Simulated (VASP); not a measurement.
# B3N2Cl (P-4m2) in VASP: further runs, part 2 of 2

VASP 6.6.1. The steps go on from the part before.

### Step 3. Single point, PBE

INCAR

```
PREC     = Accurate       # precision mode
ENCUT    = 520            # plane-wave cutoff, eV
EDIFF    = 1E-7           # SCF threshold, eV
ISMEAR   = 0              # smearing method
SIGMA    = 0.1            # smearing width, eV
LREAL    = F              # projectors in reciprocal space
LASPH    = T              # aspherical terms in the spheres
NELM     = 100            # most SCF steps
ALGO     = Normal         # electronic algorithm
ISIF     = 2              # what is computed and relaxed
LWAVE    = F              # write WAVECAR
LCHARG   = F              # write CHGCAR
GGA      = PE             # functional
NBANDS   = 22             # bands
```

KPOINTS

```
regular mesh
0
Gamma
  6 6 4
```

POSCAR

```
B3N2Cl
1.0
    2.6240369582      0.0000000000      0.0000000000
    0.0000000000      2.6240369582      0.0000000000
    0.0000000000      0.0000000000      6.9012772858
B N Cl
3 2 1
Direct
    0.0000000000      0.0000000000      0.2529321524
    0.0000000000      0.0000000000      0.7470678476
    0.5000000000      0.5000000000      0.0000000000
    0.5000000000      0.0000000000      0.1315774960
    0.0000000000      0.5000000000      0.8684225040
    0.5000000000      0.5000000000      0.5000000000
```

Potentials or basis: VASP PAW PBE potentials, release 64 (B, N, Cl).

On the command line:

```bash
$ cat potpaw_PBE.64/B/POTCAR potpaw_PBE.64/N/POTCAR potpaw_PBE.64/Cl/POTCAR > POTCAR
$ mpirun -np 1 vasp_std > vasp.out
```

OUTCAR:

```text
PREC = Accurate
   ENCUT = 520
   EDIFF = 1E-7
   ISMEAR = 0
   LREAL = F
   LASPH = T
   NELM = 100
   ISIF = 2
   GGA = PE

 ion  position               nearest neighbor table
   1  0.000  0.000  0.253-   4 1.56   4 1.56
   2  0.000  0.000  0.747-   5 1.56   5 1.56
   3  0.500  0.500  0.000-   4 1.60   5 1.60   4 1.60   5 1.60
   4  0.500  0.000  0.132-   1 1.56   1 1.56   3 1.60   3 1.60
   5  0.000  0.500  0.868-   2 1.56   2 1.56   3 1.60   3 1.60
   6  0.500  0.500  0.500-

  LATTYP: Found a simple tetragonal cell.
 ALAT       =     2.6240369582
 C/A-ratio  =     2.6300228982

  Lattice vectors:

 A1 = (   2.6240369582,   0.0000000000,   0.0000000000)
 A2 = (   0.0000000000,   2.6240369582,   0.0000000000)
 A3 = (   0.0000000000,   0.0000000000,   6.9012772858)

Analysis of symmetry for initial positions (statically):
=====================================================================
 Subroutine PRICEL returns:
 Original cell was already a primitive cell.

 Routine SETGRP: Setting up the symmetry group for a
 simple tetragonal supercell.

 Subroutine GETGRP returns: Found  8 space group operations
 (whereof  8 operations were pure point group operations)
 out of a pool of 16 trial point group operations.

The static configuration has the point symmetry D_2d.

Analysis of symmetry for dynamics (positions and initial velocities):
=====================================================================
 Subroutine PRICEL returns:
 Original cell was already a primitive cell.

 Routine SETGRP: Setting up the symmetry group for a
 simple tetragonal supercell.

 Subroutine GETGRP returns: Found  8 space group operations
 (whereof  8 operations were pure point group operations)
 out of a pool of 16 trial point group operations.

The dynamic configuration has the point symmetry D_2d.

 Subroutine INISYM returns: Found  8 space group operations
 (whereof  8 operations are pure point group operations),
 and found     1 'primitive' translations

----------------------------------------------------------------------------------------

                                     Primitive cell

  volume of cell :      47.5192

  direct lattice vectors                    reciprocal lattice vectors
     2.624036958  0.000000000  0.000000000     0.381092193  0.000000000  0.000000000
     0.000000000  2.624036958  0.000000000     0.000000000  0.381092193  0.000000000
     0.000000000  0.000000000  6.901277286     0.000000000  0.000000000  0.144900713

  length of vectors
     2.624036958  2.624036958  6.901277286     0.381092193  0.381092193  0.144900713

  position of ions in fractional coordinates (direct lattice)
     0.000000000  0.000000000  0.252932152
     0.000000000  0.000000000  0.747067848
     0.500000000  0.500000000  0.000000000
     0.500000000  0.000000000  0.131577496
     0.000000000  0.500000000  0.868422504
     0.500000000  0.500000000  0.500000000

  ion indices of the primitive-cell ions
   primitive index   ion index
                 1           1
                 2           2
                 3           3
                 4           4
                 5           5
                 6           6

[... 30 lines left out ...]
  0.333333  0.000000  0.000000      4.000000
  0.500000  0.000000  0.000000      2.000000
  0.166667  0.166667  0.000000      4.000000
  0.333333  0.166667  0.000000      8.000000
[... 16 lines left out ...]
  0.333333  0.000000  0.500000      4.000000
  0.500000  0.000000  0.500000      2.000000
 [... further k-points ...]
   k-points           NKPTS =     30   k-points in BZ     NKDIM =     30   number of bands    NBANDS=     22
   number of dos      NEDOS =    301   number of ions     NIONS =      6
   total plane-waves  NPLWV =  21600
   dimension x,y,z NGX =    20 NGY =   20 NGZ =   54
   dimension x,y,z NGXF=    40 NGYF=   40 NGZF=  108
   ions per type =               3   2   1
   NGX,Y,Z   is equivalent  to a cutoff of  12.67, 12.67, 13.01 a.u.
   NGXF,Y,Z  is equivalent  to a cutoff of  25.34, 25.34, 26.02 a.u.
 SYSTEM =  unknown system
   PREC   = accura    normal or accurate (medium, high low for compatibility)
   ISTART =      0    job   : 0-new  1-cont  2-samecut
   ICHARG =      2    charge: 1-file 2-atom 10-const
   ISPIN  =      1    spin polarized calculation?
   LNONCOLLINEAR =      F non collinear calculations
   LSORBIT =      F    spin-orbit coupling
   LASPH  =      T    aspherical Exc in radial PAW
   ENCUT  =  520.0 eV  38.22 Ry    6.18 a.u.   4.88  4.88 12.83*2*pi/ulx,y,z
   NELM   =    100;   NELMIN=  2; NELMDL= -5     # of ELM steps
   EDIFF  = 0.1E-06   stopping-criterion for ELM
   LREAL  =      F    real-space projection
   EDIFFG = 0.1E-05   stopping-criterion for IOM
   NSW    =      0    number of steps for IOM
   IBRION =     -1    ionic relax: 0-MD 1-quasi-New 2-CG
   NFREE  =      0    steps in history (QN), initial steepest desc. (CG)
   ISIF   =      2    stress and relaxation
   ISYM   =      2    0-nonsym 1-usesym 2-fastsym
   POTIM  = 0.5000    time-step for ionic-motion
   TEBEG  =    0.0;   TEEND  =   0.0 temperature during run
   PSTRESS=    0.0 pullay stress
   NELECT =      26.0000    total number of electrons
   NUPDOWN=      -1.0000    fix difference up-down
   EMIN   =  10.00;   EMAX   =-10.00  energy-range for DOS
   EFERMI =   0.00;   METHOD = LEGACY
   ISMEAR =     0;   SIGMA  =   0.10  broadening in eV -4-tet -1-fermi 0-gaus
   EFERMI_NEDOS =   21; number of points for ismear=-14 and -15
   IALGO  =     38    algorithm
   IMIX   =      4    mixing-type and parameters
     AMIX     =   0.40;   BMIX     =  1.00
     AMIX_MAG =   1.60;   BMIX_MAG =  1.00
  volume/ion in A,a.u.               =       7.92        53.45
  Fermi-wavevector in a.u.,A,eV,Ry     =   1.338986  2.530317 24.393675  1.792884
  Thomas-Fermi vector in A             =   2.467414
   LORBIT       =      0    0 simple, 1 ext, 2 COOP (PROOUT), +10 PAW based schemes
   GGA     = PE    functional components
   LHFCALC =     F    Hartree Fock is set to
   AEXX    =    0.0000 exact exchange contribution
   IVDW    =     0    specifies the selected vdW correction
   LEPSILON=     F    determine dielectric tensor
   LRPA    =     F    only Hartree local field effects (RPA)
 non-spin polarized calculation
 Gauss-broadening in eV      SIGMA  =   0.10
  energy-cutoff  :      520.00
  volume of cell :       47.52
 maximum number of plane-waves:      1300
 NGX is ok and might be reduce to    20
   NGX =  9   NGY =  9   NGZ = 25

 number of electron      25.9999996 magnetization

 Free energy of the ion-electron system (eV)
  ---------------------------------------------------
  ext. energy  EPLUGINS =         0.00000000
  ---------------------------------------------------
  free energy    TOTEN  =       -37.27563617 eV

  energy without entropy =      -37.27193678  energy(sigma->0) =      -37.27378647

 E-fermi :   8.6728     XC(G=0): -12.1513

 val. band max:        8.6103065446   @ k =   0.3333   0.3333   0.5000
 cond. band min:       8.7609750123   @ k =   0.5000   0.0000   0.5000
 fundamental gap:      0.1506684676
 Fermi energy:         8.6727766132

 k-point     1 :       0.0000    0.0000    0.0000
  band No.  band energies     occupation
      1     -13.1852      2.00000
      2     -10.6363      2.00000
      3      -9.9443      2.00000
      4      -1.1964      2.00000
      5      -0.7022      2.00000
      6       1.4584      2.00000
[... 589 lines left out ...]
     21      18.1457      0.00000
     22      18.2678      0.00000

 [... further k-points ...]

------------------------ aborting loop because EDIFF is reached ----------------------------------------

  FORCE on cell =-STRESS in cart. coord.  units (eV):
  Direction    XX          YY          ZZ          XY          YZ          ZX
  --------------------------------------------------------------------------------------
  -------------------------------------------------------------------------------------
  Total        0.0227028      0.0227028     -0.0021766      0.0000000     -0.0000000      0.0000000
  in kB        0.7654579      0.7654579     -0.0733876      0.0000000     -0.0000000      0.0000000
  external PRESSURE =       0.4858427 kB  Pullay stress =       0.0000000 kB

 VOLUME and BASIS-vectors are now :
 -----------------------------------------------------------------------------
  energy-cutoff  :      520.00
  volume of cell :       47.52
      direct lattice vectors                 reciprocal lattice vectors
     2.624036958  0.000000000  0.000000000     0.381092193  0.000000000  0.000000000
     0.000000000  2.624036958  0.000000000     0.000000000  0.381092193  0.000000000
     0.000000000  0.000000000  6.901277286     0.000000000  0.000000000  0.144900713

 POSITION                                       TOTAL-FORCE (eV/Angst)
 -----------------------------------------------------------------------------------
      0.00000      0.00000      1.74555        -0.000000      0.000000      0.021010
      0.00000      0.00000      5.15572        -0.000000      0.000000     -0.021010
      1.31202      1.31202      0.00000        -0.000000      0.000000      0.000000
      1.31202      0.00000      0.90805         0.000000      0.000000      0.005673
      0.00000      1.31202      5.99322        -0.000000      0.000000     -0.005673
      1.31202      1.31202      3.45064        -0.000000     -0.000000      0.000000
 -----------------------------------------------------------------------------------
    total drift:                                0.000000      0.000000      0.000000

  FREE ENERGIE OF THE ION-ELECTRON SYSTEM (eV)
  ---------------------------------------------------
  free  energy   TOTEN  =       -37.2756361661 eV

  energy  without entropy=      -37.2719367816  energy(sigma->0) =      -37.27378647
```

Run time: 16 s. Hardware: 1 thread of Intel Xeon 6975P-C (Granite Rapids), shared host; peak memory 0.16 GiB.

Results:

```
Free energy            : -37.2756 eV
Pressure               : 0.0 GPa
Largest force          : 0.021 eV/Å
Band gap on the k mesh : zero (bands 13 and 14 overlap by 3.30 eV)
```

Forces in eV/Å, atoms in the order of the input:
```
B    0.000  0.000  0.021
B    0.000  0.000 -0.021
B    0.000  0.000  0.000
N    0.000  0.000  0.006
N    0.000  0.000 -0.006
Cl   0.000  0.000  0.000
```

Levels at points of the mesh, in eV from the Fermi level:
| k point | band 9 | band 10 | band 11 | band 12 | band 13 | band 14 | band 15 | band 16 | band 17 | band 18 |
| --- | --- | --- | --- | --- | --- | --- | --- | --- | --- | --- |
| (0.00, 0.00, 0.00) | -5.01 | -3.74 | -1.15 | -1.15 | 0.22 | 2.33 | 4.27 | 4.34 | 5.41 | 5.41 |
| (0.50, 0.00, 0.00) | -5.44 | -5.13 | -5.04 | -1.98 | 0.10 | 1.89 | 3.28 | 4.95 | 6.46 | 6.84 |
| (0.50, 0.50, 0.00) | -8.49 | -6.68 | -6.68 | -3.26 | -1.92 | -1.33 | -1.33 | 1.08 | 5.19 | 5.19 |
| (0.00, 0.00, 0.50) | -5.07 | -5.07 | -1.01 | -1.01 | 1.12 | 2.38 | 3.28 | 4.81 | 4.89 | 4.89 |
| (0.50, 0.00, 0.50) | -5.44 | -5.13 | -3.83 | -1.09 | 0.09 | 1.39 | 2.75 | 4.91 | 6.53 | 6.83 |
| (0.50, 0.50, 0.50) | -8.52 | -6.23 | -6.23 | -3.48 | -2.02 | -2.02 | -1.65 | 0.58 | 7.64 | 7.64 |

Caveat: the k points lie up to 0.40 Å⁻¹ apart, too coarse for converged energies and pressures of a metal.
